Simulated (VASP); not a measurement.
A run of VASP 6.6.1 is set up as follows.

POSCAR

```
Sr
1.0
    0.0000000000      3.0423500000      3.0423500000
    3.0423500000      0.0000000000      3.0423500000
    3.0423500000      3.0423500000      0.0000000000
Sr
1
Direct
    0.0000000000      0.0000000000      0.0000000000
```

The input INCAR.step1:

```
  PREC = Accurate
  ENCUT = 400
  EDIFF = 1E-5
  ISMEAR = -1
  SIGMA = 0.025
  LREAL = F
  LASPH = T
  NELM = 120
  ALGO = Normal
  ISIF = 2
  LWAVE = T
  LCHARG = F
  GGA = PE
  NBANDS = 11
  GGA_COMPAT = F
```

File INCAR.step2:

```
  PREC = Accurate
  ENCUT = 400
  EDIFF = 1E-6
  ISMEAR = -1
  SIGMA = 0.025
  LREAL = F
  LASPH = T
  NELM = 120
  ALGO = Normal
  ISIF = 2
  LWAVE = F
  LCHARG = F
  GGA = PE
  LHFCALC = T
  AEXX = 0.25
  PRECFOCK = Normal
  ISTART = 1
  NBANDS = 11
  GGA_COMPAT = F
```

The input KPOINTS:

```
regular mesh
0
Gamma
  6 6 6
```

Potentials or basis: VASP PAW PBE potentials, release 64 (Sr_sv).

Launch:

```bash
$ cat potpaw_PBE.64/Sr_sv/POTCAR > POTCAR
$ cp INCAR.step1 INCAR
$ mpirun -np 1 vasp_std > vasp.out
$ cp INCAR.step2 INCAR
$ mpirun -np 1 vasp_std > vasp.out
```

Question: Predict the band gap on the k mesh.

Answer: Zero (bands 5 and 6 overlap by 0.25 eV).

Question: Estimate the pressure.

Answer: 0.2 GPa.

Caveat: the PAW data sets were made with another functional, which shifts forces and pressure a little.
